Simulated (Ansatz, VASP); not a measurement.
Two plane-wave programs on Au

```
CELL_PARAMETERS angstrom
1.32809 -2.40523 0.00000
1.32809 2.40523 0.00000
0.00000 0.00000 5.52558
ATOMIC_POSITIONS crystal
Au 0.66533 0.33467 0.25000
Au 0.33467 0.66533 0.75000
```

Alike in both runs: task single point; functional PBEsol; k mesh 22 × 22 × 12; occupations gaussian, width 0.15 eV; no spin polarisation.

```csv
,VASP,Ansatz
version,VASP 6.6.1,Ansatz 0.2.0
potentials or method,"VASP PAW PBE potentials, release 64 (Au), cutoff 520 eV","scalar-relativistic, plane waves, PAW"
valence electrons in the cell,22,38
```

|  | VASP | Ansatz | Ansatz less VASP |
| --- | --- | --- | --- |
| gap on the k mesh at the Fermi level (eV) | none | none | - |
| pressure (GPa) | 3.8 | 4.1 | +0.24 |
| traceless stress, the component that is largest in VASP (GPa) | -12.61 | -12.68 | -0.071 |
| rms of the force components (eV/Å) | 0.008 | 0.008 | +0.0001 |

VASP's potentials were made for PBE, not for PBEsol. Atom by atom the forces differ by 0.000 eV/Å (rms over components). A gap of «none» marks a metal or a gap that the smearing closes. With one functional, cell and mesh, what is left measures potentials, basis and numerics. VASP's potentials hold 22 valence electrons a cell and Ansatz's 38, so a difference there can come from the potentials and not from the codes.

Neither program's run includes spin-orbit coupling.
